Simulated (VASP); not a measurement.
# Pd (Pm-3m) in VASP: notebook

Runs on Pd. Level: PBE. Tasks: single point, relaxation of cell and atoms.

Program: VASP 6.6.1. These are calculated values, not measurements. Logs are shortened: lines on timing, memory, paths and dates and some standing lists are left out, and cuts for length are marked.

## 1. The cell of the first run

The structure is cubic, space group Pm-3m (No. 221). Conventional cell: a = 2.602 Å, b = 2.602 Å, c = 2.602 Å, α = 90.00°, β = 90.00°, γ = 90.00°. Within 3.4 Å of Pd (site symmetry m-3m) lie 6 Pd at 2.60 Å.

## 2. Single point, PBE

INCAR

```
  PREC = Accurate
  ENCUT = 500
  EDIFF = 1E-6
  ISMEAR = -1
  SIGMA = 0.05
  LREAL = False
  LASPH = True
  NELM = 120
  ALGO = Normal
  ISIF = 2
  LWAVE = False
  LCHARG = True
  GGA = PE
  LELF = True
  LVHAR = True
  NBANDS = 11
  GGA_COMPAT = False
```

KPOINTS

```
Automatic mesh
0
Gamma
  9 9 9
```

POSCAR

```
Pd
1.0
    2.6021002260      0.0000000000      0.0000000000
    0.0000000000      2.6021002260      0.0000000000
    0.0000000000      0.0000000000      2.6021002260
Pd
1
Direct
    0.0000000000      0.0000000000      0.0000000000
```

Potentials or basis: VASP PAW PBE potentials, release 64 (Pd).

Run with:

```sh
> cat potpaw_PBE.64/Pd/POTCAR > POTCAR
> mpirun -np 1 vasp_std > vasp.out
```

OUTCAR:

```text
PREC = Accurate
   ENCUT = 500
   EDIFF = 1E-6
   ISMEAR = -1
   LREAL = False
   LASPH = True
   NELM = 120
   ISIF = 2
   GGA = PE

 ion  position               nearest neighbor table
   1  0.000  0.000  0.000-

  LATTYP: Found a simple cubic cell.
 ALAT       =     2.6021002260

  Lattice vectors:

 A1 = (   2.6021002260,   0.0000000000,   0.0000000000)
 A2 = (   0.0000000000,   2.6021002260,   0.0000000000)
 A3 = (   0.0000000000,   0.0000000000,   2.6021002260)

Analysis of symmetry for initial positions (statically):
=====================================================================
 Subroutine PRICEL returns:
 Original cell was already a primitive cell.

 Routine SETGRP: Setting up the symmetry group for a
 simple cubic supercell.

 Subroutine GETGRP returns: Found 48 space group operations
 (whereof 48 operations were pure point group operations)
 out of a pool of 48 trial point group operations.

The static configuration has the point symmetry O_h .

Analysis of symmetry for dynamics (positions and initial velocities):
=====================================================================
 Subroutine PRICEL returns:
 Original cell was already a primitive cell.

 Routine SETGRP: Setting up the symmetry group for a
 simple cubic supercell.

 Subroutine GETGRP returns: Found 48 space group operations
 (whereof 48 operations were pure point group operations)
 out of a pool of 48 trial point group operations.

The dynamic configuration has the point symmetry O_h .

 Subroutine INISYM returns: Found 48 space group operations
 (whereof 48 operations are pure point group operations),
 and found     1 'primitive' translations

----------------------------------------------------------------------------------------

                                     Primitive cell

  volume of cell :      17.6186

  direct lattice vectors                    reciprocal lattice vectors
     2.602100226  0.000000000  0.000000000     0.384304951  0.000000000  0.000000000
     0.000000000  2.602100226  0.000000000     0.000000000  0.384304951  0.000000000
     0.000000000  0.000000000  2.602100226     0.000000000  0.000000000  0.384304951

  length of vectors
     2.602100226  2.602100226  2.602100226     0.384304951  0.384304951  0.384304951

  position of ions in fractional coordinates (direct lattice)
     0.000000000  0.000000000  0.000000000

  ion indices of the primitive-cell ions
   primitive index   ion index
                 1           1

----------------------------------------------------------------------------------------

 KPOINTS: Automatic mesh

Automatic generation of k-mesh.
 Grid dimensions read from file:
 generate k-points for:    9    9    9

 Generating k-lattice:

  Cartesian coordinates                     Fractional coordinates (reciprocal lattice)
     0.042700550  0.000000000  0.000000000     0.111111111  0.000000000  0.000000000
     0.000000000  0.042700550  0.000000000     0.000000000  0.111111111  0.000000000
     0.000000000  0.000000000  0.042700550     0.000000000  0.000000000  0.111111111

  Length of vectors
     0.042700550  0.042700550  0.042700550

  Shift w.r.t. Gamma in fractional coordinates (k-lattice)
     0.000000000  0.000000000  0.000000000

 Subroutine IBZKPT returns following result:
 ===========================================

 Found     35 irreducible k-points:

 Following reciprocal coordinates:
            Coordinates               Weight
  0.000000  0.000000  0.000000      1.000000
  0.111111  0.000000  0.000000      6.000000
  0.222222  0.000000  0.000000      6.000000
  0.333333  0.000000  0.000000      6.000000
  0.444444  0.000000  0.000000      6.000000
  0.111111  0.111111  0.000000     12.000000
[... 16 lines left out ...]
  0.333333  0.333333  0.111111     24.000000
  0.444444  0.333333  0.111111     48.000000
 [... further k-points ...]
   k-points           NKPTS =     35   k-points in BZ     NKDIM =     35   number of bands    NBANDS=     11
   number of dos      NEDOS =    301   number of ions     NIONS =      1
   total plane-waves  NPLWV =   8000
   dimension x,y,z NGX =    20 NGY =   20 NGZ =   20
   dimension x,y,z NGXF=    40 NGYF=   40 NGZF=   40
   ions per type =               1
   NGX,Y,Z   is equivalent  to a cutoff of  12.78, 12.78, 12.78 a.u.
   NGXF,Y,Z  is equivalent  to a cutoff of  25.56, 25.56, 25.56 a.u.
 SYSTEM =  unknown system
   PREC   = accura    normal or accurate (medium, high low for compatibility)
   ISTART =      0    job   : 0-new  1-cont  2-samecut
   ICHARG =      2    charge: 1-file 2-atom 10-const
   ISPIN  =      1    spin polarized calculation?
   LNONCOLLINEAR =      F non collinear calculations
   LSORBIT =      F    spin-orbit coupling
   LASPH  =      T    aspherical Exc in radial PAW
   ENCUT  =  500.0 eV  36.75 Ry    6.06 a.u.   4.74  4.74  4.74*2*pi/ulx,y,z
   NELM   =    120;   NELMIN=  2; NELMDL= -5     # of ELM steps
   EDIFF  = 0.1E-05   stopping-criterion for ELM
   LREAL  =      F    real-space projection
   EDIFFG = 0.1E-04   stopping-criterion for IOM
   NSW    =      0    number of steps for IOM
   IBRION =     -1    ionic relax: 0-MD 1-quasi-New 2-CG
   NFREE  =      0    steps in history (QN), initial steepest desc. (CG)
   ISIF   =      2    stress and relaxation
   ISYM   =      2    0-nonsym 1-usesym 2-fastsym
   POTIM  = 0.5000    time-step for ionic-motion
   TEBEG  =    0.0;   TEEND  =   0.0 temperature during run
   PSTRESS=    0.0 pullay stress
   NELECT =      10.0000    total number of electrons
   NUPDOWN=      -1.0000    fix difference up-down
   EMIN   =  10.00;   EMAX   =-10.00  energy-range for DOS
   EFERMI =   0.00;   METHOD = LEGACY
   ISMEAR =    -1;   SIGMA  =   0.05  broadening in eV -4-tet -1-fermi 0-gaus
   EFERMI_NEDOS =   21; number of points for ismear=-14 and -15
   IALGO  =     38    algorithm
   IMIX   =      4    mixing-type and parameters
     AMIX     =   0.40;   BMIX     =  1.00
     AMIX_MAG =   1.60;   BMIX_MAG =  1.00
  volume/ion in A,a.u.               =      17.62       118.90
  Fermi-wavevector in a.u.,A,eV,Ry     =   1.355452  2.561433 24.997306  1.837250
  Thomas-Fermi vector in A             =   2.482538
   LORBIT       =      0    0 simple, 1 ext, 2 COOP (PROOUT), +10 PAW based schemes
   GGA     = PE    functional components
   LHFCALC =     F    Hartree Fock is set to
   AEXX    =    0.0000 exact exchange contribution
   IVDW    =     0    specifies the selected vdW correction
   LEPSILON=     F    determine dielectric tensor
   LRPA    =     F    only Hartree local field effects (RPA)
 non-spin polarized calculation
  energy-cutoff  :      500.00
  volume of cell :       17.62
 maximum number of plane-waves:       461
 NGX is ok and might be reduce to    20
   NGX =  9   NGY =  9   NGZ =  9

 number of electron      10.0000007 magnetization

 Free energy of the ion-electron system (eV)
  ---------------------------------------------------
  ext. energy  EPLUGINS =         0.00000000
  ---------------------------------------------------
  free energy    TOTEN  =        -4.70912577 eV

  energy without entropy =       -4.69314772  energy(sigma->0) =       -4.70113675

 E-fermi :   7.2667     XC(G=0): -11.9733

 val. band max:        7.2611430231   @ k =   0.3333   0.1111   0.0000
 cond. band min:       7.2976316425   @ k =   0.4444   0.1111   0.0000
 fundamental gap:      0.0364886195
 Fermi energy:         7.2667215848

 k-point     1 :       0.0000    0.0000    0.0000
  band No.  band energies     occupation
      1       1.3365      2.00000
      2       2.8070      2.00000
      3       2.8070      2.00000
      4       7.3407      0.37071
      5       7.3407      0.37071
      6       7.3407      0.37071
      7      23.8585      0.00000
      8      23.8585      0.00000
      9      23.8585      0.00000
     10      30.2238      0.00000
     11      30.2488      0.00000

 k-point     2 :       0.1111    0.0000    0.0000
  band No.  band energies     occupation
      1       1.6445      2.00000
      2       2.8599      2.00000
      3       3.0698      2.00000
      4       7.1333      1.87028
      5       7.1333      1.87028
      6       7.3575      0.27969
      7      21.6843      0.00000
      8      24.3813      0.00000
      9      24.3813      0.00000
     10      29.4753      0.00000
     11      30.2744      0.00000

 k-point     3 :       0.2222    0.0000    0.0000
  band No.  band energies     occupation
      1       2.3339      2.00000
      2       2.9968      2.00000
      3       3.9815      2.00000
      4       6.6430      1.99999
      5       6.6430      1.99999
      6       7.4003      0.12923
      7      18.2585      0.00000
      8      25.7863      0.00000
      9      25.7863      0.00000
     10      27.9459      0.00000
     11      30.0503      0.00000

 k-point     4 :       0.3333    0.0000    0.0000
  band No.  band energies     occupation
      1       2.9791      2.00000
      2       3.1580      2.00000
      3       5.6100      2.00000
      4       6.1354      2.00000
      5       6.1354      2.00000
      6       7.4495      0.05042
      7      15.0843      0.00000
      8      26.5539      0.00000
      9      27.7003      0.00000
     10      27.7003      0.00000
     11      29.4143      0.00000
[... 239 lines left out ...]
 k-point    22 :       0.4444    0.2222    0.1111
  band No.  band energies     occupation
      1       3.9179      2.00000
      2       4.0111      2.00000
      3       5.1114      2.00000
      4       5.4760      2.00000
      5       6.6495      1.99999
      6       9.9443      0.00000
      7      13.4156      0.00000
      8      23.2736      0.00000
      9      25.7532      0.00000
     10      26.7080      0.00000
     11      30.0161      0.00000

 k-point    23 :       0.3333    0.3333    0.1111
  band No.  band energies     occupation
      1       3.5374      2.00000
      2       4.0175      2.00000
      3       5.8022      2.00000
      4       5.8347      2.00000
      5       6.4471      2.00000
      6       8.9088      0.00000
      7      16.4961      0.00000
      8      19.6039      0.00000
      9      25.4315      0.00000
     10      26.8759      0.00000
     11      31.9502      0.00000

 k-point    24 :       0.4444    0.3333    0.1111
  band No.  band energies     occupation
      1       3.2187      2.00000
      2       4.1643      2.00000
      3       5.5855      2.00000
      4       5.9176      2.00000
      5       6.9609      1.99559
      6      11.1278      0.00000
      7      14.0482      0.00000
      8      20.6517      0.00000
      9      22.8230      0.00000
     10      27.8185      0.00000
     11      30.7850      0.00000

 [... further k-points ...]
[... 5 lines left out ...]
  --------------------------------------------------------------------------------------
  -------------------------------------------------------------------------------------
  Total        0.1803887      0.1803887      0.1803887     -0.0000000     -0.0000000      0.0000000
  in kB       16.4039239     16.4039239     16.4039239     -0.0000000     -0.0000000      0.0000000
  external PRESSURE =      16.4039239 kB  Pullay stress =       0.0000000 kB

 VOLUME and BASIS-vectors are now :
 -----------------------------------------------------------------------------
  energy-cutoff  :      500.00
  volume of cell :       17.62
      direct lattice vectors                 reciprocal lattice vectors
     2.602100226  0.000000000  0.000000000     0.384304951  0.000000000  0.000000000
     0.000000000  2.602100226  0.000000000     0.000000000  0.384304951  0.000000000
     0.000000000  0.000000000  2.602100226     0.000000000  0.000000000  0.384304951

 POSITION                                       TOTAL-FORCE (eV/Angst)
 -----------------------------------------------------------------------------------
      0.00000      0.00000      0.00000         0.000000      0.000000      0.000000
 -----------------------------------------------------------------------------------
    total drift:                               -0.000000      0.000000      0.000000

  FREE ENERGIE OF THE ION-ELECTRON SYSTEM (eV)
  ---------------------------------------------------
  free  energy   TOTEN  =        -4.7091257676 eV

  energy  without entropy=       -4.6931477230  energy(sigma->0) =       -4.70113675
```

Wall time 4 s (1 thread of Intel Xeon Platinum 8559C (Emerald Rapids), shared host); peak memory 0.12 GiB.

What came out:

```yaml
Free_energy: -4.7091 eV
Pressure: 1.6 GPa
Band_gap_on_the_k_mesh: zero (band 5 reaches 8.30 eV, above the bottom of band 6 at 6.78 eV)
```

## 3. Single point, PBE

This run uses another cell than the first one, of 17.89 Å³/atom, 1.015 times its volume.

INCAR

```
PREC = Accurate
ENCUT = 500
EDIFF = 1E-6
ISMEAR = -1
SIGMA = 0.05
LREAL = False
LASPH = True
NELM = 120
ALGO = Normal
ISIF = 2
LWAVE = False
LCHARG = False
GGA = PE
NBANDS = 11
GGA_COMPAT = False
```

KPOINTS is that of step 2.

POSCAR

```
Pd
1.0
    2.6152423693      0.0000000000      0.0000000000
    0.0000000000      2.6152423693      0.0000000000
    0.0000000000      0.0000000000      2.6152423693
Pd
1
Direct
    0.0000000000      0.0000000000      0.0000000000
```

Potentials or basis: VASP PAW PBE potentials, release 64 (Pd).

Run with:

```sh
> cat potpaw_PBE.64/Pd/POTCAR > POTCAR
> mpirun -np 1 vasp_std > vasp.out
```

Wall time 4 s (1 thread of Intel Xeon Platinum 8559C (Emerald Rapids), shared host); peak memory 0.12 GiB.

The run converged. Its results:

```yaml
Free_energy: -4.7103 eV
Pressure: -0.2 GPa
Band_gap_on_the_k_mesh: zero (band 5 reaches 8.06 eV, above the bottom of band 6 at 6.58 eV)
```

Levels at points of the mesh, in eV from the Fermi level:
```tsv
k point	band 2	band 3	band 4	band 5	band 6	band 7	band 8	band 9
(0.00, 0.00, 0.00)	-4.36	-4.36	0.07	0.07	0.07	16.48	16.48	16.48
```

## 4. Single point, PBE

This run uses another cell than the first one, of 18.16 Å³/atom, 1.030 times its volume.

INCAR

```
  ALGO = Normal
  EDIFF = 1E-6
  ENCUT = 500
  GGA = PE
  GGA_COMPAT = False
  ISIF = 2
  ISMEAR = -1
  LASPH = True
  LCHARG = False
  LREAL = False
  LWAVE = False
  NBANDS = 11
  NELM = 120
  PREC = Accurate
  SIGMA = 0.05
```

KPOINTS

```
k-points
0
Gamma
  8 8 8
```

POSCAR

```
Pd
1.0
    2.6282537395      0.0000000000      0.0000000000
    0.0000000000      2.6282537395      0.0000000000
    0.0000000000      0.0000000000      2.6282537395
Pd
1
Direct
    0.0000000000      0.0000000000      0.0000000000
```

Run with:

```sh
> cat potpaw_PBE.64/Pd/POTCAR > POTCAR
> mpirun -np 1 vasp_std > vasp.out
```

Run time: 3.4 s. Hardware: 1 thread of Intel Xeon Platinum 8559C (Emerald Rapids), shared host; peak memory 0.13 GiB.

Results (log left out):

```yaml
Free_energy: -4.6958 eV
Pressure: -2.0 GPa
Band_gap_on_the_k_mesh: zero (band 5 reaches 8.07 eV, above the bottom of band 6 at 6.28 eV)
```

Levels at points of the mesh, in eV from the Fermi level:
```
           k point  band 3  band 4  band 5  band 6  band 7  band 8
(0.00, 0.00, 0.00)   -4.34    0.01    0.01    0.01   16.33   16.33
(0.50, 0.00, 0.00)   -1.47   -1.47    0.15    0.52    4.73   18.27
(0.50, 0.50, 0.00)   -1.19   -1.19    1.09    5.53    5.53   11.23
(0.50, 0.50, 0.50)   -3.69    1.18    1.18   11.01   11.01   11.01
```

## 5. Relaxation of cell and atoms, PBE

This run uses another cell than the first one, of 16.19 Å³/atom, 0.919 times its volume.

INCAR

```
ALGO = Normal
EDIFF = 1E-7
EDIFFG = -0.01
ENCUT = 500
GGA = PE
GGA_COMPAT = False
IBRION = 2
ISIF = 3
ISMEAR = -1
LASPH = True
LCHARG = False
LREAL = False
LWAVE = False
NELM = 120
NELMIN = 4
NSW = 80
PREC = Accurate
SIGMA = 0.05
```

KPOINTS

```
k-points
0
Gamma
  9 9 9
```

POSCAR

```
Pd
1.0
    2.5300000000      0.0000000000      0.0000000000
    0.0000000000      2.5300000000      0.0000000000
    0.0000000000      0.0000000000      2.5300000000
Pd
1
Direct
    0.0000000000      0.0000000000      0.0000000000
```

Run with:

```sh
> cat potpaw_PBE.64/Pd/POTCAR > POTCAR
> mpirun -np 1 vasp_std > vasp.out
```

Run time: 10 s. Hardware: 1 thread of Intel Xeon Platinum 8559C (Emerald Rapids), shared host; peak memory 0.12 GiB.

Results (log left out):

```yaml
Free_energy: -4.7102 eV
Relaxed_volume: 17.85 Å³/atom
Relaxed_cell: a = 2.614 Å, b = 2.614 Å, c = 2.614 Å, α = 90.00°, β = 90.00°, γ = 90.00°
Space_group_after_relaxing_to_0.05_Å: Pm-3m (No. 221)
Energy_gained_by_relaxing: 69.6 meV/atom
Ionic_steps: 4
Pressure_after_relaxing: 0.0 GPa
Band_gap_on_the_k_mesh: zero (band 5 reaches 8.09 eV, above the bottom of band 6 at 6.61 eV)
```

Step by step:
```
step  energy change (eV)  largest force (eV/Å)  pressure (GPa)  volume (Å³)
   1              0.0000                0.0000           14.86        16.19
   2              0.0044                0.0000           -9.94        19.98
   3             -0.0696                0.0000           -0.19        17.89
   4             -0.0696                0.0000            0.03        17.85
```

Final structure:
```
Pd
1.0
     2.61363    0.00000    0.00000
     0.00000    2.61363    0.00000
     0.00000    0.00000    2.61363
Pd
1
Direct
  0.00000 0.00000 0.00000
```

Levels at points of the mesh, in eV from the Fermi level:
| k point | band 2 | band 3 | band 4 | band 5 | band 6 | band 7 | band 8 | band 9 |
| --- | --- | --- | --- | --- | --- | --- | --- | --- |
| (0.00, 0.00, 0.00) | -4.37 | -4.37 | 0.07 | 0.07 | 0.07 | 16.49 | 16.49 | 16.49 |

## 6. The runs side by side

| task | cell | k mesh | gap on the mesh (eV) | pressure (GPa) |
| --- | --- | --- | --- | --- |
| single point | a = 2.602 Å, 1 atom | 9 × 9 × 9 | none | 1.6 |
| single point | a = 2.615 Å, 1 atom | 9 × 9 × 9 | none | -0.2 |
| single point | a = 2.628 Å, 1 atom | 8 × 8 × 8 | none | -2.0 |
| relaxation of cell and atoms | relaxed from a = 2.530 Å, 1 atom | 9 × 9 × 9 | none | 0.0 |

Alike in all rows: level PBE; potentials or basis VASP PAW PBE potentials, release 64 (Pd); no spin polarisation; cutoff (eV) 500; smearing fermi-dirac 0.05 eV.

Absolute energies hang on the potentials; compare differences alone.
